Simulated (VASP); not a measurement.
# Bi2Se3 in VASP: further runs

Bi2Se3 is run at these levels: PBE+D3(BJ); tasks: single point.

All numbers are computed with VASP 6.6.1; they aren't measurements. Logs are shortened: lines on timing, memory, paths and dates and some standing lists are left out, and cuts for length are marked.

## 1. The cell of the first run

The cell holds a slab with vacuum, 5 atoms: a = 4.127 Å, b = 4.127 Å, c = 26.966 Å, α = 90.00°, β = 90.00°, γ = 120.00°.

## 2. Single point, PBE+D3(BJ)

Input file INCAR:

```
SYSTEM = Bi2Se3
PREC = Accurate
ENCUT = 520
EDIFF = 1E-6
ISMEAR = 0
SIGMA = 0.05
LREAL = .FALSE.
LASPH = .TRUE.
NELM = 100
ALGO = Normal
ISIF = 2
LWAVE = .FALSE.
LCHARG = .TRUE.
LDIPOL = .TRUE.
IDIPOL = 3
DIPOL = 0.5 0.5 0.500
GGA = PE
IVDW = 12
LELF = .TRUE.
LVHAR = .TRUE.
LVACPOTAV = .TRUE.
NBANDS = 32
```

Input file KPOINTS:

```
Automatic mesh
0
G
  9 9 1
  0 0 0
```

Input file POSCAR:

```
Bi2Se3
1.0
    4.1272981822      0.0000000029      0.0000000000
   -2.0636490936      3.5743450734      0.0000000000
    0.0000000000      0.0000000000     26.9661818946
Se Bi
3 2
Direct
    0.0000000000      0.0000000000      0.3695965518
    0.6666666667      0.3333333333      0.5000000752
    0.3333333333      0.6666666667      0.6304034636
    0.3333333333      0.6666666667      0.4281582222
    0.0000000000      0.0000000000      0.5718416872
```

Potentials or basis: VASP PAW PBE potentials, release 64 (Se, Bi_d).

Started as:

```bash
$ cat potpaw_PBE.64/Se/POTCAR potpaw_PBE.64/Bi_d/POTCAR > POTCAR
$ mpirun -np 1 vasp_std > vasp.out
```

OUTCAR:

```text
SYSTEM = Bi2Se3
   PREC = Accurate
   ENCUT = 520
   EDIFF = 1E-6
   ISMEAR = 0
   LREAL = .FALSE.
   LASPH = .TRUE.
   NELM = 100
   ISIF = 2
   GGA = PE
   IVDW = 12
 IVDW          = 12

 ion  position               nearest neighbor table
   1  0.000  0.000  0.370-   4 2.86   4 2.86   4 2.86
   2  0.667  0.333  0.500-   5 3.07   5 3.07   5 3.07   4 3.07   4 3.07   4 3.07
   3  0.333  0.667  0.630-   5 2.86   5 2.86   5 2.86
   4  0.333  0.667  0.428-   1 2.86   1 2.86   1 2.86   2 3.07   2 3.07   2 3.07
   5  0.000  0.000  0.572-   3 2.86   3 2.86   3 2.86   2 3.07   2 3.07   2 3.07

  LATTYP: Found a hexagonal cell.
 ALAT       =     4.1272981822
 C/A-ratio  =     6.5336161101

  Lattice vectors:

 A1 = (   4.1272981822,   0.0000000029,   0.0000000000)
 A2 = (  -2.0636490936,   3.5743450734,   0.0000000000)
 A3 = (   0.0000000000,   0.0000000000,  26.9661818946)

Analysis of symmetry for initial positions (statically):
=====================================================================
 Subroutine PRICEL returns:
 Original cell was already a primitive cell.

 Routine SETGRP: Setting up the symmetry group for a
 hexagonal supercell.

 Subroutine GETGRP returns: Found 12 space group operations
 (whereof  6 operations were pure point group operations)
 out of a pool of 24 trial point group operations.

The static configuration has the point symmetry C_3v.
 The point group associated with its full space group is D_3d.

Analysis of symmetry for dynamics (positions and initial velocities):
=====================================================================
 Subroutine PRICEL returns:
 Original cell was already a primitive cell.

 Routine SETGRP: Setting up the symmetry group for a
 hexagonal supercell.

 Subroutine GETGRP returns: Found 12 space group operations
 (whereof  6 operations were pure point group operations)
 out of a pool of 24 trial point group operations.

The dynamic configuration has the point symmetry C_3v.
 The point group associated with its full space group is D_3d.

 Subroutine INISYM returns: Found 12 space group operations
 (whereof  6 operations are pure point group operations),
 and found     1 'primitive' translations

----------------------------------------------------------------------------------------

                                     Primitive cell

  volume of cell :     397.8156

  direct lattice vectors                    reciprocal lattice vectors
     4.127298182  0.000000003  0.000000000     0.242289254  0.139885767  0.000000000
    -2.063649094  3.574345073  0.000000000    -0.000000000  0.279771533  0.000000000
     0.000000000  0.000000000 26.966181895     0.000000000  0.000000000  0.037083485

  length of vectors
     4.127298182  4.127298182 26.966181895     0.279771533  0.279771533  0.037083485

  position of ions in fractional coordinates (direct lattice)
     0.000000000  0.000000000  0.369596552
     0.666666667  0.333333333  0.500000075
     0.333333333  0.666666667  0.630403464
     0.333333333  0.666666667  0.428158222
     0.000000000  0.000000000  0.571841687

  ion indices of the primitive-cell ions
   primitive index   ion index
                 1           1
                 2           2
                 3           3
                 4           4
                 5           5

----------------------------------------------------------------------------------------

 KPOINTS: Automatic mesh

Automatic generation of k-mesh.
 Grid dimensions read from file:
 generate k-points for:    9    9    1

 Generating k-lattice:

  Cartesian coordinates                     Fractional coordinates (reciprocal lattice)
     0.026921028  0.015542863  0.000000000     0.111111111 -0.000000000  0.000000000
    -0.000000000  0.031085726  0.000000000    -0.000000000  0.111111111  0.000000000
     0.000000000  0.000000000  0.037083485     0.000000000  0.000000000  1.000000000

  Length of vectors
     0.031085726  0.031085726  0.037083485

  Shift w.r.t. Gamma in fractional coordinates (k-lattice)
     0.000000000  0.000000000  0.000000000

 Subroutine IBZKPT returns following result:
 ===========================================

 Found     12 irreducible k-points:

 Following reciprocal coordinates:
            Coordinates               Weight
  0.000000  0.000000  0.000000      1.000000
  0.111111  0.000000  0.000000      6.000000
  0.222222  0.000000  0.000000      6.000000
  0.333333  0.000000  0.000000      6.000000
  0.444444  0.000000  0.000000      6.000000
  0.111111  0.111111  0.000000      6.000000
  0.222222  0.111111  0.000000     12.000000
  0.333333  0.111111  0.000000     12.000000
  0.444444  0.111111  0.000000      6.000000
  0.222222  0.222222  0.000000      6.000000
  0.333333  0.222222  0.000000     12.000000
  0.333333  0.333333  0.000000      2.000000
   k-points           NKPTS =     12   k-points in BZ     NKDIM =     12   number of bands    NBANDS=     32
   number of dos      NEDOS =    301   number of ions     NIONS =      5
   total plane-waves  NPLWV = 215040
   dimension x,y,z NGX =    32 NGY =   32 NGZ =  210
   dimension x,y,z NGXF=    64 NGYF=   64 NGZF=  420
   ions per type =               3   2
   NGX,Y,Z   is equivalent  to a cutoff of  12.89, 12.89, 12.95 a.u.
   NGXF,Y,Z  is equivalent  to a cutoff of  25.78, 25.78, 25.89 a.u.
 SYSTEM =  Bi2Se3
   PREC   = accura    normal or accurate (medium, high low for compatibility)
   ISTART =      0    job   : 0-new  1-cont  2-samecut
   ICHARG =      2    charge: 1-file 2-atom 10-const
   ISPIN  =      1    spin polarized calculation?
   LNONCOLLINEAR =      F non collinear calculations
   LSORBIT =      F    spin-orbit coupling
   LASPH  =      T    aspherical Exc in radial PAW
   ENCUT  =  520.0 eV  38.22 Ry    6.18 a.u.   7.67  7.67 50.14*2*pi/ulx,y,z
   NELM   =    100;   NELMIN=  2; NELMDL= -5     # of ELM steps
   EDIFF  = 0.1E-05   stopping-criterion for ELM
   LREAL  =      F    real-space projection
   EDIFFG = 0.1E-04   stopping-criterion for IOM
   NSW    =      0    number of steps for IOM
   IBRION =     -1    ionic relax: 0-MD 1-quasi-New 2-CG
   NFREE  =      0    steps in history (QN), initial steepest desc. (CG)
   ISIF   =      2    stress and relaxation
   ISYM   =      2    0-nonsym 1-usesym 2-fastsym
   POTIM  = 0.5000    time-step for ionic-motion
   TEBEG  =    0.0;   TEEND  =   0.0 temperature during run
   PSTRESS=    0.0 pullay stress
   NELECT =      48.0000    total number of electrons
   NUPDOWN=      -1.0000    fix difference up-down
   EMIN   =  10.00;   EMAX   =-10.00  energy-range for DOS
   EFERMI =   0.00;   METHOD = LEGACY
   ISMEAR =     0;   SIGMA  =   0.05  broadening in eV -4-tet -1-fermi 0-gaus
   EFERMI_NEDOS =   21; number of points for ismear=-14 and -15
   IALGO  =     38    algorithm
   IMIX   =      4    mixing-type and parameters
     AMIX     =   0.40;   BMIX     =  1.00
     AMIX_MAG =   1.60;   BMIX_MAG =  1.00
  volume/ion in A,a.u.               =      79.56       536.92
  Fermi-wavevector in a.u.,A,eV,Ry     =   0.808962  1.528716  8.903912  0.654419
  Thomas-Fermi vector in A             =   1.917864
   LORBIT       =      0    0 simple, 1 ext, 2 COOP (PROOUT), +10 PAW based schemes
   GGA     = PE    functional components
   LHFCALC =     F    Hartree Fock is set to
   AEXX    =    0.0000 exact exchange contribution
   IVDW    =    12    specifies the selected vdW correction
   LEPSILON=     F    determine dielectric tensor
   LRPA    =     F    only Hartree local field effects (RPA)
 non-spin polarized calculation
 Gauss-broadening in eV      SIGMA  =   0.05
  energy-cutoff  :      520.00
  volume of cell :      397.82
 maximum number of plane-waves:     10811
 NGX is ok and might be reduce to    32
   NGX = 15   NGY = 15   NGZ =101

 dipolmoment           0.000000      0.000000     -0.000000 electrons x Angstroem

 number of electron      47.9999999 magnetization

 dipolmoment           0.000000      0.000000      0.000006 electrons x Angstroem

 Free energy of the ion-electron system (eV)
  ---------------------------------------------------
  ext. energy  EPLUGINS =         0.00000000
  ---------------------------------------------------
  free energy    TOTEN  =       -20.19835390 eV

  energy without entropy =      -20.19835390  energy(sigma->0) =      -20.19835390

 E-fermi :  -1.9845     XC(G=0):  -3.8073

 val. band max:       -2.2718416157   @ k =   0.2222   0.0000   0.0000
 cond. band min:      -1.3319954541   @ k =   0.0000   0.0000   0.0000
 fundamental gap:      0.9398461616
 Fermi energy:        -1.9845182608

 k-point     1 :       0.0000    0.0000    0.0000
  band No.  band energies     occupation
      1     -24.8335      2.00000
      2     -24.8335      2.00000
      3     -24.8320      2.00000
      4     -24.8320      2.00000
      5     -24.8224      2.00000
      6     -24.8199      2.00000
[... 24 lines left out ...]
     31       3.2049      0.00000
     32       3.2459      0.00000

 k-point     2 :       0.1111    0.0000    0.0000
  band No.  band energies     occupation
      1     -24.8349      2.00000
      2     -24.8331      2.00000
      3     -24.8304      2.00000
      4     -24.8288      2.00000
      5     -24.8206      2.00000
      6     -24.8181      2.00000
[... 24 lines left out ...]
     31       3.3583      0.00000
     32       3.3963      0.00000
[... 313 lines left out ...]
     31       3.6989      0.00000
     32       4.9862      0.00000

 k-point    12 :       0.3333    0.3333    0.0000
  band No.  band energies     occupation
      1     -24.8353      2.00000
      2     -24.8352      2.00000
      3     -24.8310      2.00000
      4     -24.8214      2.00000
      5     -24.8139      2.00000
      6     -24.8138      2.00000
[... 24 lines left out ...]
     31       5.0609      0.00000
     32       5.0610      0.00000

------------------------ aborting loop because EDIFF is reached ----------------------------------------

 Edisp (eV)   -1.59286

 E8    (eV) :    -0.7505

  FORCE on cell =-STRESS in cart. coord.  units (eV):
  Direction    XX          YY          ZZ          XY          YZ          ZX
  --------------------------------------------------------------------------------------
  -------------------------------------------------------------------------------------
  Total      -0.06232    -0.06232    -0.01716    -0.00000    -0.00000     0.00000
  in kB      -0.25097    -0.25097    -0.06913    -0.00000    -0.00000     0.00000
  external pressure =       -0.19 kB  Pullay stress =        0.00 kB

 VOLUME and BASIS-vectors are now :
 -----------------------------------------------------------------------------
  energy-cutoff  :      520.00
  volume of cell :      397.82
      direct lattice vectors                 reciprocal lattice vectors
     4.127298182  0.000000003  0.000000000     0.242289254  0.139885767  0.000000000
    -2.063649094  3.574345073  0.000000000    -0.000000000  0.279771533  0.000000000
     0.000000000  0.000000000 26.966181895     0.000000000  0.000000000  0.037083485

 POSITION                                       TOTAL-FORCE (eV/Angst)
 -----------------------------------------------------------------------------------
      0.00000      0.00000      9.96661        -0.000000      0.000000     -0.006920
      2.06365      1.19145     13.48309        -0.000000      0.000000     -0.000000
     -0.00000      2.38290     16.99957         0.000000     -0.000000      0.006920
     -0.00000      2.38290     11.54579         0.000000     -0.000000      0.005975
      0.00000      0.00000     15.42039        -0.000000      0.000000     -0.005975
 -----------------------------------------------------------------------------------
    total drift:                                0.000000     -0.000000      0.002263

  FREE ENERGIE OF THE ION-ELECTRON SYSTEM (eV)
  ---------------------------------------------------
  free  energy   TOTEN  =       -21.7912172907 eV

  energy  without entropy=      -21.7912172907  energy(sigma->0) =      -21.79121729

 vacuum level on the upper side and lower side of the slab         3.680         3.679
```

It took 2.6 min on 1 thread of Intel Xeon Platinum 8488C (Sapphire Rapids), shared host; peak memory 0.56 GiB.

What came out:

```
Free energy                : -21.7912 eV
Largest force              : 0.007 eV/Å
Band gap on the k mesh     : 0.94 eV (least direct gap 1.30 eV)
Dispersion energy per atom : -0.319 eV
```

Forces in eV/Å, atoms in the order of the input:
```
Se   0.000  0.000 -0.007
Se   0.000  0.000  0.000
Se   0.000  0.000  0.007
Bi   0.000  0.000  0.006
Bi   0.000  0.000 -0.006
```

Caveat: spin-orbit coupling is left out, which moves the levels of the heavy elements.

## 3. Single point, PBE+D3(BJ)

This run uses another cell than the first one.

Input file INCAR:

```
ALGO     = Normal         # electronic algorithm
DIPOL    = 0.5 0.5 0.500
EDIFF    = 1E-7           # SCF threshold, eV
ENCUT    = 520            # plane-wave cutoff, eV
GGA      = PE             # functional
IDIPOL   = 3            
ISIF     = 2              # what is computed and relaxed
ISMEAR   = 0              # smearing method
IVDW     = 12             # dispersion correction
LASPH    = True           # aspherical terms in the spheres
LCHARG   = False          # write CHGCAR
LDIPOL   = True         
LREAL    = False          # projectors in reciprocal space
LWAVE    = False          # write WAVECAR
NBANDS   = 32             # bands
NELM     = 80             # most SCF steps
PREC     = Accurate       # precision mode
SIGMA    = 0.05           # smearing width, eV
```

Input file KPOINTS:

```
k-points
0
Gamma
  9 9 1
```

Input file POSCAR:

```
Bi2Se3
1.0
    4.1272981822      0.0000000029      0.0000000000
   -2.0636490936      3.5743450734      0.0000000000
    0.0000000000      0.0000000000     27.0329666233
Se Bi
3 2
Direct
    0.0000000000      0.0000000000      0.3699187048
    0.6666666667      0.3333333333      0.5000000673
    0.3333333333      0.6666666667      0.6300812952
    0.3333333333      0.6666666667      0.4283356990
    0.0000000000      0.0000000000      0.5716641952
```

Potentials or basis: VASP PAW PBE potentials, release 64 (Se, Bi_d).

Started as:

```bash
$ cat potpaw_PBE.64/Se/POTCAR potpaw_PBE.64/Bi_d/POTCAR > POTCAR
$ mpirun -np 1 vasp_std > vasp.out
```

Run time: 3 min. Hardware: 1 thread of Intel Xeon Platinum 8488C (Sapphire Rapids), shared host; peak memory 0.54 GiB.

Results (log left out):

```yaml
Free_energy: -21.7912 eV
Largest_force: 0.007 eV/Å
Band_gap_on_the_k_mesh: 0.94 eV (least direct gap 1.30 eV)
Dispersion_energy_per_atom: -0.319 eV
```

Forces on the atoms (eV/Å):
```
Se   0.000  0.000 -0.007
Se   0.000  0.000  0.000
Se   0.000  0.000  0.007
Bi   0.000  0.000  0.006
Bi   0.000  0.000 -0.006
```

Levels at points of the mesh, in eV from the valence-band top:
```
           k point  band 22  band 23  band 24  band 25  band 26  band 27
(0.00, 0.00, 0.00)    -0.63    -0.63    -0.36     0.94     2.19     2.19
```

Caveat: spin-orbit coupling is left out, which moves the levels of the heavy elements.

## 4. Single point, PBE+D3(BJ)

This run uses another cell than the first one.

Input file INCAR:

```
SYSTEM = Bi2Se3
PREC = Accurate
ENCUT = 520
EDIFF = 1E-6
ISMEAR = 0
SIGMA = 0.05
LREAL = .False.
LASPH = .True.
NELM = 80
ALGO = Normal
ISIF = 2
LWAVE = .False.
LCHARG = .True.
LDIPOL = .True.
IDIPOL = 3
DIPOL = 0.5 0.5 0.500
GGA = PE
IVDW = 12
LELF = .True.
LVHAR = .True.
LVACPOTAV = .True.
NBANDS = 32
```

Input file KPOINTS:

```
Automatic mesh
0
Gamma
  9 9 1
  0 0 0
```

Input file POSCAR:

```
Bi2Se3
1.0
    4.1429985900      0.0000000000      0.0000000000
   -2.0714993000      3.5879420300      0.0000000000
    0.0000000000      0.0000000000     26.9661818946
Se Bi
3 2
Direct
    0.0000000000      0.0000000000      0.3708348493
    0.6666666700      0.3333333300      0.5000000000
    0.3333333300      0.6666666700      0.6291651507
    0.3333333300      0.6666666700      0.4283556425
    0.0000000000      0.0000000000      0.5716443575
```

Started as:

```bash
$ cat potpaw_PBE.64/Se/POTCAR potpaw_PBE.64/Bi_d/POTCAR > POTCAR
$ mpirun -np 1 vasp_std > vasp.out
```

Wall time 2.8 min (1 thread of Intel Xeon Platinum 8488C (Sapphire Rapids), shared host); peak memory 0.54 GiB.

It converged, with:

| Item | Value |
| --- | --- |
| Free energy | -21.7868 eV |
| Largest force | 0.141 eV/Å |
| Band gap on the k mesh | 0.88 eV (least direct gap 1.28 eV) |
| Dispersion energy per atom | -0.318 eV |

Forces in eV/Å, atoms in the order of the input:
```
Se   0.000  0.000 -0.141
Se   0.000  0.000  0.000
Se   0.000  0.000  0.141
Bi   0.000  0.000  0.137
Bi   0.000  0.000 -0.137
```

Levels at points of the mesh, in eV from the valence-band top:
```tsv
k point	band 21	band 22	band 23	band 24	band 25	band 26	band 27	band 28
(0.00, 0.00, 0.00)	-0.71	-0.66	-0.66	-0.41	0.88	2.17	2.17	2.66
```

Caveat: spin-orbit coupling is left out, which moves the levels of the heavy elements.

## 5. Overview

| cell | gap on the mesh (eV) | largest force (eV/Å) |
| --- | --- | --- |
| a = 4.127, b = 4.127, c = 26.966 Å, angles 90.0, 90.0, 120.0°, 5 atoms, atomic positions A | 0.94 | 0.01 |
| a = 4.127, b = 4.127, c = 27.033 Å, angles 90.0, 90.0, 120.0°, 5 atoms, atomic positions A | 0.94 | 0.01 |
| a = 4.143, b = 4.143, c = 26.966 Å, angles 90.0, 90.0, 120.0°, 5 atoms, atomic positions B | 0.88 | 0.14 |

Alike in all rows: task single point; level PBE+D3(BJ); potentials or basis VASP PAW PBE potentials, release 64 (Se, Bi_d); no spin polarisation; k mesh 9 × 9 × 1; cutoff (eV) 520; smearing gaussian 0.05 eV.

Caveats: spin-orbit coupling is left out, which moves the levels of the heavy elements.

Total energies depend on the potentials used, so only differences within one code and one set of settings carry meaning.
